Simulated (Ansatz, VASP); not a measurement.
Two plane-wave programs on TaN

The input INCAR:

```
  PREC = Accurate
  ENCUT = 520
  EDIFF = 1E-6
  ISMEAR = 0
  SIGMA = 0.15
  LREAL = F
  LASPH = T
  NELM = 100
  ALGO = Normal
  ISIF = 2
  LWAVE = F
  LCHARG = T
  GGA = PE
  LELF = T
  LVHAR = T
  NBANDS = 15
```

KPOINTS

```
Automatic mesh
0
Gamma
  18 18 18
```

Contents of POSCAR:

```
TaN
1.0
    0.0000000000      2.2081122569      2.2081122569
    2.2081122569      0.0000000000      2.2081122569
    2.2081122569      2.2081122569      0.0000000000
Ta N
1 1
Direct
    0.5000000000      0.5095003536      0.5000000000
    0.0000000000     -0.1227292676      0.0000000000
```

Input for Ansatz:

```yaml
crystal:
  lattice:
    - [0.0, 2.2081122569, 2.2081122569]
    - [2.2081122569, 0.0, 2.2081122569]
    - [2.2081122569, 2.2081122569, 0.0]
  atoms:
    - { symbol: Ta, position: [0.5, 0.5095003536, 0.5] }
    - { symbol: "N", position: [0.0, -0.1227292676, 0.0] }
basis:
  ecutwfc: 520.0
kpoints:
  mp_grid: { grid: [18, 18, 18] }
hamiltonian:
  xc: pbe
  pseudopotentials: { kind: paw, azcp: { folder: soft_1 } }
scf:
  occupations: { method: gaussian, width: 0.15 }
output:
  forces: true
  stress: true
  eigenvalues: true
```

Change from the starting cell: mode 4 frozen in at -0.271 Å and mode 6 at -0.271 Å (largest displacements).

Alike in both runs: task single point; functional PBE; k mesh 18 × 18 × 18; occupations gaussian, width 0.15 eV; no spin polarisation.

|  | VASP | Ansatz |
| --- | --- | --- |
| version | VASP 6.6.1 | Ansatz 0.2.0 |
| potentials or method | VASP PAW PBE potentials, release 64 (Ta_pv, N), cutoff 520 eV | scalar-relativistic, plane waves, PAW |
| valence electrons in the cell | 16 | 18 |

|  | VASP | Ansatz | Ansatz less VASP |
| --- | --- | --- | --- |
| gap on the k mesh at the Fermi level (eV) | none | none | - |
| rms of the force components (eV/Å) | 2.544 | 2.502 | -0.0414 |

Atom by atom the forces differ by 0.041 eV/Å (rms over components). A gap of «none» marks a metal or a gap that the smearing closes. VASP's potentials hold 16 valence electrons a cell and Ansatz's 18, so a difference there can come from the potentials and not from the codes.

Neither program's run includes spin-orbit coupling.
